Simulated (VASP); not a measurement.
Write the native input for VASP 6.6.1 that does the following.

* Task: single point
* Functional: PBE
* Potentials or basis: VASP PAW PBE potentials, release 64 (B, As)
* Cutoff: 520 eV
* k mesh: 10 × 10 × 10
* Occupations: gaussian, width 0.02 eV
* Spin: no spin polarisation
* Dipole correction: no
* Further INCAR settings: ALGO = Normal; EDIFF = 1e-06; NBANDS = 11

The structure of BAs lies in POSCAR:

```
BAs
1.0
    0.0000000000      2.3553649105      2.3553649105
    2.3553649105      0.0000000000      2.3553649105
    2.3553649105      2.3553649105      0.0000000000
B As
1 1
Direct
    0.2500000000      0.2500000000      0.2500000000
    0.5000000000      0.5000000000      0.5000000000
```

The input as run:

INCAR

```
SYSTEM = BAs
PREC     = Accurate       ! precision mode
ENCUT    = 520            ! plane-wave cutoff, eV
EDIFF    = 1E-6           ! SCF threshold, eV
ISMEAR   = 0              ! smearing method
SIGMA    = 0.02           ! smearing width, eV
LREAL    = .FALSE.        ! projectors in reciprocal space
LASPH    = .TRUE.         ! aspherical terms in the spheres
NELM     = 100            ! most SCF steps
ALGO     = Normal         ! electronic algorithm
ISIF     = 2              ! what is computed and relaxed
LWAVE    = .FALSE.        ! write WAVECAR
LCHARG   = .FALSE.        ! write CHGCAR
GGA      = PE             ! functional
NBANDS   = 11             ! bands
```

KPOINTS

```
regular mesh
0
G
  10 10 10
  0 0 0
```

Potentials or basis: VASP PAW PBE potentials, release 64 (B, As).

Launch:

```bash
$ cat potpaw_PBE.64/B/POTCAR potpaw_PBE.64/As/POTCAR > POTCAR
$ mpirun -np 1 vasp_std > vasp.out
```

Results of the run:

```json
{
  "Pressure": "10.1 GPa",
  "Band gap on the k mesh": "1.13 eV (least direct gap 3.33 eV)"
}
```

Caveat: the cell stands under pressure.

It took 20 s on 1 thread of Intel(R) Xeon(R) Platinum 8259CL CPU @ 2.50GHz (Skylake/Cascade Lake), with other jobs on the host, peak memory 0.16 GiB.
